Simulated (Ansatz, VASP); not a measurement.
# BaTiO3: VASP beside Ansatz

INCAR

```
PREC     = Accurate       # precision mode
ENCUT    = 600            # plane-wave cutoff, eV
EDIFF    = 1E-6           # SCF threshold, eV
ISMEAR   = 0              # smearing method
SIGMA    = 0.01           # smearing width, eV
LREAL    = F              # projectors in reciprocal space
LASPH    = T              # aspherical terms in the spheres
NELM     = 80             # most SCF steps
ALGO     = Normal         # electronic algorithm
ISIF     = 3              # what is computed and relaxed
LWAVE    = F              # write WAVECAR
LCHARG   = F              # write CHGCAR
GGA      = RP             # functional
IBRION   = 2              # ionic algorithm
NSW      = 80             # ionic steps
EDIFFG   = -0.01          # ionic threshold
```

Contents of KPOINTS:

```
Automatic mesh
0
Gamma
  6 6 6
```

File POSCAR:

```
BaTiO3
1.0
    4.0060000000      0.0000000000      0.0000000000
    0.0000000000      4.0060000000      0.0000000000
    0.0000000000      0.0000000000      4.0060000000
Ba Ti O
1 1 3
Direct
    0.5000000000      0.5000000000      0.5000000000
    0.0000000000      0.0000000000      0.0000000000
    0.5000000000      0.0000000000      0.0000000000
    0.0000000000      0.0000000000      0.5000000000
    0.0000000000      0.5000000000      0.0000000000
```

Input for Ansatz:

```yaml
crystal:
  lattice:
    bravais: cubic
    a: 4.006
  space_group: 221
  atoms:
    - { symbol: Ba, position: [0.5, 0.5, 0.5] }
    - { symbol: Ti, position: [0.0, 0.0, 0.0] }
    - { symbol: O, position: [0.5, 0.0, 0.0] }
basis:
  ecutwfc: 470.0
kpoints:
  mp_grid:
    grid: [6, 6, 6]
    shift: [0.0, 0.0, 0.0]
hamiltonian:
  xc: rpbe
  dispersion: none
scf:
  occupations:
    method: fixed
relax:
  cell: {}
```

Alike in both runs: task relaxation of cell and atoms; functional RPBE; k mesh 6 × 6 × 6; no spin polarisation.

```csv
,VASP,Ansatz
version,VASP 6.6.1,Ansatz 0.2.0
potentials or method,"VASP PAW PBE potentials, release 64 (Ba_sv, Ti_sv, O), cutoff 600 eV","plane waves, PAW"
occupations,"gaussian, width 0.01 eV",fixed
valence electrons in the cell,40,40
```

|  | VASP | Ansatz | Ansatz less VASP |
| --- | --- | --- | --- |
| relaxed volume (Å³/atom) | 13.46 | 13.34 | -0.125 |
| relaxed cell length with the largest relative difference (Å) | 4.068 | 4.055 | -0.0127 |

VASP's potentials were made for PBE, not for RPBE.

Spin-orbit coupling is off throughout.
